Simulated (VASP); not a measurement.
HfO2, 12 atoms in the cell. The structure is orthorhombic, space group Pca2_1 (No. 29). The conventional cell has a = 5.219 Å, b = 5.005 Å, c = 5.033 Å, α = 90.00°, β = 90.00°, γ = 90.00°. Within 2.7 Å of Hf (site symmetry 1) lie 7 O at 2.02 to 2.23 Å. O (site symmetry 1) has 3 Hf at 2.02 to 2.13 Å and 10 O at 2.51 to 3.09 Å within 3.1 Å. Within 2.9 Å of O (site symmetry 1) lie 4 Hf at 2.11 to 2.23 Å and 7 O at 2.51 to 2.81 Å. 

| Quantity | Value |
| --- | --- |
| Program | VASP 6.6.1 |
| Task | single point |
| Functional | PBE |
| Potentials or basis | VASP PAW PBE potentials, release 64 (Hf_pv, O) |
| Cutoff | 520 eV |
| k mesh | 4 × 4 × 4 |
| Occupations | gaussian, width 0.1 eV |
| Spin | no spin polarisation |
| Dipole correction | no |
| Further INCAR settings | ALGO = Normal; EDIFF = 1e-06; NBANDS = 56 |

Potentials or basis: VASP PAW PBE potentials, release 64 (Hf_pv, O).

The run is started by

```console
$ cat potpaw_PBE.64/Hf_pv/POTCAR potpaw_PBE.64/O/POTCAR > POTCAR
$ mpirun -np 1 vasp_std > vasp.out
```

Hardware: 1 thread of Intel Xeon 8259CL (shared host).

Question: How long does it take, and how much memory?

Answer: Run time: 9.6 min on 1 thread of Intel Xeon 8259CL (shared host), peak memory 0.32 GiB. Counts: scf iterations 14, k points 27.
